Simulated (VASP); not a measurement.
Wanted: the native input for a VASP 6.6.1 run.

```
Task                   : single point
Functional             : revPBE
Potentials or basis    : VASP PAW PBE potentials, release 64 (Ta_pv)
Cutoff                 : 520 eV
k mesh                 : 10 × 10 × 10
Occupations            : fermi-dirac, width 0.1 eV
Spin                   : no spin polarisation
Dipole correction      : no
Further INCAR settings : ALGO = Normal; EDIFF = 1e-06; NBANDS = 18
```

The structure of Ta lies in POSCAR:

```
Ta
1.0
    0.0000000000      2.9882971810      2.9882971810
    2.9882971810      0.0000000000      2.9882971810
    2.9882971810      2.9882971810      0.0000000000
Ta
2
Direct
    0.1250000000      0.1250000000      0.1250000000
    0.8750000000      0.8750000000      0.8750000000
```

This cell differs from its parent crystal: volume scaled by 0.92.

The input as run:

INCAR

```
PREC = Accurate
ENCUT = 520
EDIFF = 1E-6
ISMEAR = -1
SIGMA = 0.1
LREAL = F
LASPH = T
NELM = 80
ALGO = Normal
ISIF = 2
LWAVE = F
LCHARG = F
GGA = RE
NBANDS = 18
```

KPOINTS

```
regular mesh
0
Gamma
  10 10 10
```

Potentials or basis: VASP PAW PBE potentials, release 64 (Ta_pv).

Command:

```sh
$ cat potpaw_PBE.64/Ta_pv/POTCAR > POTCAR
$ mpirun -np 1 vasp_std > vasp.out
```

It gave:

The pressure is 6.5 GPa and the band gap on the k mesh is zero (band 11 reaches 2.89 eV, above the bottom of band 12 at 2.04 eV).

Caveat: the PAW data sets were made with another functional, which shifts forces and pressure a little; spin-orbit coupling is left out, which moves the levels of the heavy elements.

It took 11 s on 1 thread of Intel(R) Xeon(R) 6975P-C (Granite Rapids), on a shared host, peak memory 0.19 GiB.
